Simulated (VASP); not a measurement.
# SnSe (Fm-3m) in VASP: notebook

SnSe is run at these levels: PBE, RPBE, LDA, BLYP+D3(BJ); tasks: single point, relaxation of cell and atoms.

Everything below comes from runs of VASP 6.6.1. Logs are shortened: lines on timing, memory, paths and dates and some standing lists are left out, and cuts for length are marked.

**1. The cell of the first run**

Symmetry: Fm-3m, No. 225, cubic system. The conventional cell has a = 6.020 Å, b = 6.020 Å, c = 6.020 Å, α = 90.00°, β = 90.00°, γ = 90.00°. Sn (site symmetry m-3m) has 6 Se at 3.01 Å within 4.0 Å. Se (site symmetry m-3m) has 6 Sn at 3.01 Å within 4.0 Å.

**2. Single point, PBE**

INCAR reads:

```
SYSTEM = SnSe
PREC = Accurate
ENCUT = 520
EDIFF = 1E-6
ISMEAR = 0
SIGMA = 0.024
LREAL = .False.
LASPH = .True.
NELM = 60
ALGO = Normal
ISIF = 2
LWAVE = .False.
LCHARG = .False.
GGA = PE
NBANDS = 17
```

KPOINTS reads:

```
regular mesh
0
Gamma
  8 8 8
  0 0 0
```

POSCAR reads:

```
SnSe
1.0
    0.0000000000      3.0100000000      3.0100000000
    3.0100000000      0.0000000000      3.0100000000
    3.0100000000      3.0100000000      0.0000000000
Sn Se
1 1
Direct
    0.0000000000      0.0000000000      0.0000000000
    0.5000000000      0.5000000000      0.5000000000
```

Potentials or basis: VASP PAW PBE potentials, release 64 (Sn_d, Se).

The run is started by

```
> cat potpaw_PBE.64/Sn_d/POTCAR potpaw_PBE.64/Se/POTCAR > POTCAR
> mpirun -np 1 vasp_std > vasp.out
```

OUTCAR:

```text
SYSTEM = SnSe
   PREC = Accurate
   ENCUT = 520
   EDIFF = 1E-6
   ISMEAR = 0
   LREAL = .False.
   LASPH = .True.
   NELM = 60
   ISIF = 2
   GGA = PE

 ion  position               nearest neighbor table
   1  0.000  0.000  0.000-   2 3.01   2 3.01   2 3.01   2 3.01   2 3.01   2 3.01
   2  0.500  0.500  0.500-   1 3.01   1 3.01   1 3.01   1 3.01   1 3.01   1 3.01

  LATTYP: Found a face centered cubic cell.
 ALAT       =     6.0200000000

  Lattice vectors:

 A1 = (   0.0000000000,   3.0100000000,   3.0100000000)
 A2 = (   3.0100000000,   0.0000000000,   3.0100000000)
 A3 = (   3.0100000000,   3.0100000000,   0.0000000000)

Analysis of symmetry for initial positions (statically):
=====================================================================
 Subroutine PRICEL returns:
 Original cell was already a primitive cell.

 Routine SETGRP: Setting up the symmetry group for a
 face centered cubic supercell.

 Subroutine GETGRP returns: Found 48 space group operations
[... 9 lines left out ...]

 Routine SETGRP: Setting up the symmetry group for a
 face centered cubic supercell.

 Subroutine GETGRP returns: Found 48 space group operations
[... 11 lines left out ...]
                                     Primitive cell

  volume of cell :      54.5418

  direct lattice vectors                    reciprocal lattice vectors
     0.000000000  3.010000000  3.010000000    -0.166112957  0.166112957  0.166112957
     3.010000000  0.000000000  3.010000000     0.166112957 -0.166112957  0.166112957
     3.010000000  3.010000000  0.000000000     0.166112957  0.166112957 -0.166112957

  length of vectors
     4.256782823  4.256782823  4.256782823     0.287716081  0.287716081  0.287716081

  position of ions in fractional coordinates (direct lattice)
     0.000000000  0.000000000  0.000000000
     0.500000000  0.500000000  0.500000000

  ion indices of the primitive-cell ions
   primitive index   ion index
                 1           1
                 2           2

----------------------------------------------------------------------------------------

 KPOINTS: regular mesh

Automatic generation of k-mesh.
 Grid dimensions read from file:
 generate k-points for:    8    8    8

 Generating k-lattice:

  Cartesian coordinates                     Fractional coordinates (reciprocal lattice)
    -0.020764120  0.020764120  0.020764120     0.125000000  0.000000000  0.000000000
     0.020764120 -0.020764120  0.020764120     0.000000000  0.125000000  0.000000000
     0.020764120  0.020764120 -0.020764120     0.000000000  0.000000000  0.125000000

  Length of vectors
     0.035964510  0.035964510  0.035964510

  Shift w.r.t. Gamma in fractional coordinates (k-lattice)
     0.000000000  0.000000000  0.000000000

 Subroutine IBZKPT returns following result:
 ===========================================

 Found     29 irreducible k-points:

 Following reciprocal coordinates:
            Coordinates               Weight
  0.000000  0.000000  0.000000      1.000000
  0.125000  0.000000  0.000000      8.000000
  0.250000  0.000000  0.000000      8.000000
  0.375000  0.000000  0.000000      8.000000
  0.500000  0.000000  0.000000      4.000000
  0.125000  0.125000  0.000000      6.000000
[... 16 lines left out ...]
  0.500000  0.250000  0.125000     48.000000
 -0.375000  0.250000  0.125000     24.000000
 [... further k-points ...]
   k-points           NKPTS =     29   k-points in BZ     NKDIM =     29   number of bands    NBANDS=     17
   number of dos      NEDOS =    301   number of ions     NIONS =      2
   total plane-waves  NPLWV =  32768
   dimension x,y,z NGX =    32 NGY =   32 NGZ =   32
   dimension x,y,z NGXF=    64 NGYF=   64 NGZF=   64
   ions per type =               1   1
   NGX,Y,Z   is equivalent  to a cutoff of  12.50, 12.50, 12.50 a.u.
   NGXF,Y,Z  is equivalent  to a cutoff of  24.99, 24.99, 24.99 a.u.
 SYSTEM =  SnSe
   PREC   = accura    normal or accurate (medium, high low for compatibility)
   ISTART =      0    job   : 0-new  1-cont  2-samecut
   ICHARG =      2    charge: 1-file 2-atom 10-const
   ISPIN  =      1    spin polarized calculation?
   LNONCOLLINEAR =      F non collinear calculations
   LSORBIT =      F    spin-orbit coupling
   LASPH  =      T    aspherical Exc in radial PAW
   ENCUT  =  520.0 eV  38.22 Ry    6.18 a.u.   7.91  7.91  7.91*2*pi/ulx,y,z
   NELM   =     60;   NELMIN=  2; NELMDL= -5     # of ELM steps
   EDIFF  = 0.1E-05   stopping-criterion for ELM
   LREAL  =      F    real-space projection
   EDIFFG = 0.1E-04   stopping-criterion for IOM
   NSW    =      0    number of steps for IOM
   IBRION =     -1    ionic relax: 0-MD 1-quasi-New 2-CG
   NFREE  =      0    steps in history (QN), initial steepest desc. (CG)
   ISIF   =      2    stress and relaxation
   ISYM   =      2    0-nonsym 1-usesym 2-fastsym
   POTIM  = 0.5000    time-step for ionic-motion
   TEBEG  =    0.0;   TEEND  =   0.0 temperature during run
   PSTRESS=    0.0 pullay stress
   NELECT =      20.0000    total number of electrons
   NUPDOWN=      -1.0000    fix difference up-down
   EMIN   =  10.00;   EMAX   =-10.00  energy-range for DOS
   EFERMI =   0.00;   METHOD = LEGACY
   ISMEAR =     0;   SIGMA  =   0.02  broadening in eV -4-tet -1-fermi 0-gaus
   EFERMI_NEDOS =   21; number of points for ismear=-14 and -15
   IALGO  =     38    algorithm
   IMIX   =      4    mixing-type and parameters
     AMIX     =   0.40;   BMIX     =  1.00
     AMIX_MAG =   1.60;   BMIX_MAG =  1.00
  volume/ion in A,a.u.               =      27.27       184.03
  Fermi-wavevector in a.u.,A,eV,Ry     =   1.171768  2.214321 18.681350  1.373040
  Thomas-Fermi vector in A             =   2.308207
   LORBIT       =      0    0 simple, 1 ext, 2 COOP (PROOUT), +10 PAW based schemes
   GGA     = PE    functional components
   LHFCALC =     F    Hartree Fock is set to
   AEXX    =    0.0000 exact exchange contribution
   IVDW    =     0    specifies the selected vdW correction
   LEPSILON=     F    determine dielectric tensor
   LRPA    =     F    only Hartree local field effects (RPA)
 non-spin polarized calculation
 Gauss-broadening in eV      SIGMA  =   0.02
  energy-cutoff  :      520.00
  volume of cell :       54.54
 maximum number of plane-waves:      1480
   NGX = 15   NGY = 15   NGZ = 15

 number of electron      20.0000005 magnetization

 Free energy of the ion-electron system (eV)
  ---------------------------------------------------
  ext. energy  EPLUGINS =         0.00000000
  ---------------------------------------------------
  free energy    TOTEN  =        -8.21894584 eV

  energy without entropy =       -8.21894584  energy(sigma->0) =       -8.21894584

 E-fermi :   5.7195     XC(G=0):  -9.5996

 val. band max:        5.5840840106   @ k =   0.5000   0.0000   0.0000
 cond. band min:       6.1660539038   @ k =   0.5000   0.0000   0.0000
 fundamental gap:      0.5819698932
 Fermi energy:         5.7194813626

 k-point     1 :       0.0000    0.0000    0.0000
  band No.  band energies     occupation
      1     -16.0186      2.00000
      2     -16.0186      2.00000
      3     -16.0186      2.00000
      4     -16.0164      2.00000
      5     -16.0164      2.00000
      6      -8.2797      2.00000
[... 9 lines left out ...]
     16      11.4535      0.00000
     17      13.7427      0.00000

 k-point     2 :       0.1250    0.0000    0.0000
  band No.  band energies     occupation
      1     -16.0183      2.00000
      2     -16.0183      2.00000
      3     -16.0182      2.00000
      4     -16.0159      2.00000
      5     -16.0159      2.00000
      6      -8.1706      2.00000
[... 9 lines left out ...]
     16      11.8227      0.00000
     17      14.7670      0.00000

 k-point     3 :       0.2500    0.0000    0.0000
  band No.  band energies     occupation
      1     -16.0209      2.00000
      2     -16.0209      2.00000
      3     -16.0173      2.00000
      4     -16.0117      2.00000
      5     -16.0117      2.00000
      6      -7.8769      2.00000
[... 9 lines left out ...]
     16      12.7814      0.00000
     17      16.9212      0.00000

 k-point     4 :       0.3750    0.0000    0.0000
  band No.  band energies     occupation
      1     -16.0236      2.00000
      2     -16.0236      2.00000
      3     -16.0165      2.00000
      4     -16.0072      2.00000
      5     -16.0072      2.00000
      6      -7.5223      2.00000
[... 9 lines left out ...]
     16      14.2552      0.00000
     17      17.0149      0.00000

 k-point     5 :       0.5000    0.0000    0.0000
  band No.  band energies     occupation
      1     -16.0248      2.00000
      2     -16.0248      2.00000
      3     -16.0161      2.00000
      4     -16.0053      2.00000
      5     -16.0053      2.00000
      6      -7.3485      2.00000
[... 9 lines left out ...]
     16      15.7924      0.00000
     17      15.7924      0.00000

 k-point     6 :       0.1250    0.1250    0.0000
  band No.  band energies     occupation
      1     -16.0195      2.00000
      2     -16.0193      2.00000
      3     -16.0161      2.00000
      4     -16.0161      2.00000
      5     -16.0153      2.00000
      6      -8.1342      2.00000
[... 9 lines left out ...]
     16      12.4880      0.00000
     17      13.9440      0.00000
[... 281 lines left out ...]
 k-point    21 :       0.5000    0.5000    0.0000
  band No.  band energies     occupation
      1     -16.0446      2.00000
      2     -16.0251      2.00000
      3     -16.0089      2.00000
      4     -16.0011      2.00000
      5     -16.0011      2.00000
      6      -7.0722      2.00000
[... 9 lines left out ...]
     16      17.2121      0.00000
     17      18.2041      0.00000

 k-point    22 :       0.3750    0.2500    0.1250
  band No.  band energies     occupation
      1     -16.0264      2.00000
      2     -16.0191      2.00000
      3     -16.0172      2.00000
      4     -16.0102      2.00000
      5     -16.0080      2.00000
      6      -7.6432      2.00000
[... 9 lines left out ...]
     16      15.0117      0.00000
     17      15.1746      0.00000

 k-point    23 :       0.5000    0.2500    0.1250
  band No.  band energies     occupation
      1     -16.0289      2.00000
      2     -16.0190      2.00000
      3     -16.0162      2.00000
      4     -16.0084      2.00000
      5     -16.0059      2.00000
      6      -7.3433      2.00000
[... 9 lines left out ...]
     16      15.2730      0.00000
     17      16.6693      0.00000

 k-point    24 :      -0.3750    0.2500    0.1250
  band No.  band energies     occupation
      1     -16.0299      2.00000
      2     -16.0200      2.00000
      3     -16.0134      2.00000
      4     -16.0097      2.00000
      5     -16.0046      2.00000
      6      -7.2023      2.00000
[... 9 lines left out ...]
     16      16.3816      0.00000
     17      16.4645      0.00000

 [... further k-points ...]
[... 5 lines left out ...]
  --------------------------------------------------------------------------------------
  -------------------------------------------------------------------------------------
  Total        0.3089667      0.3089667      0.3089667      0.0000000      0.0000000     -0.0000000
  in kB        9.0759640      9.0759640      9.0759640      0.0000000      0.0000000     -0.0000000
  external PRESSURE =       9.0759640 kB  Pullay stress =       0.0000000 kB

 VOLUME and BASIS-vectors are now :
 -----------------------------------------------------------------------------
  energy-cutoff  :      520.00
  volume of cell :       54.54
      direct lattice vectors                 reciprocal lattice vectors
     0.000000000  3.010000000  3.010000000    -0.166112957  0.166112957  0.166112957
     3.010000000  0.000000000  3.010000000     0.166112957 -0.166112957  0.166112957
     3.010000000  3.010000000  0.000000000     0.166112957  0.166112957 -0.166112957

 POSITION                                       TOTAL-FORCE (eV/Angst)
 -----------------------------------------------------------------------------------
      0.00000      0.00000      0.00000         0.000000     -0.000000      0.000000
      3.01000      3.01000      3.01000        -0.000000      0.000000      0.000000
 -----------------------------------------------------------------------------------
    total drift:                                0.000000     -0.000000     -0.000000

  FREE ENERGIE OF THE ION-ELECTRON SYSTEM (eV)
  ---------------------------------------------------
  free  energy   TOTEN  =        -8.2189458417 eV

  energy  without entropy=       -8.2189458417  energy(sigma->0) =       -8.21894584
```

It took 51 s on 1 thread of AMD EPYC 7R13, shared host; peak memory 0.16 GiB.

Results:

* Free energy: -8.2189 eV
* Pressure: 0.9 GPa
* Band gap on the k mesh: 0.58 eV, direct

Levels at points of the mesh, in eV from the valence-band top:
| k point | band 6 | band 7 | band 8 | band 9 | band 10 | band 11 | band 12 | band 13 | band 14 | band 15 |
| --- | --- | --- | --- | --- | --- | --- | --- | --- | --- | --- |
| (0.00, 0.00, 0.00) | -13.86 | -5.06 | -2.19 | -2.19 | -2.19 | 4.32 | 4.32 | 4.32 | 5.87 | 5.87 |
| (0.50, 0.00, 0.00) | -12.93 | -8.04 | -1.94 | -1.94 | 0.00 | 0.58 | 1.25 | 1.25 | 8.25 | 10.12 |
| (0.50, 0.50, 0.00) | -12.66 | -6.00 | -5.46 | -3.63 | -3.63 | 3.03 | 5.35 | 5.35 | 5.97 | 10.45 |

Caveat: spin-orbit coupling is left out, which moves the levels of the heavy elements. A k mesh can miss the band edges.

(Part 1 of 3 ends here.)
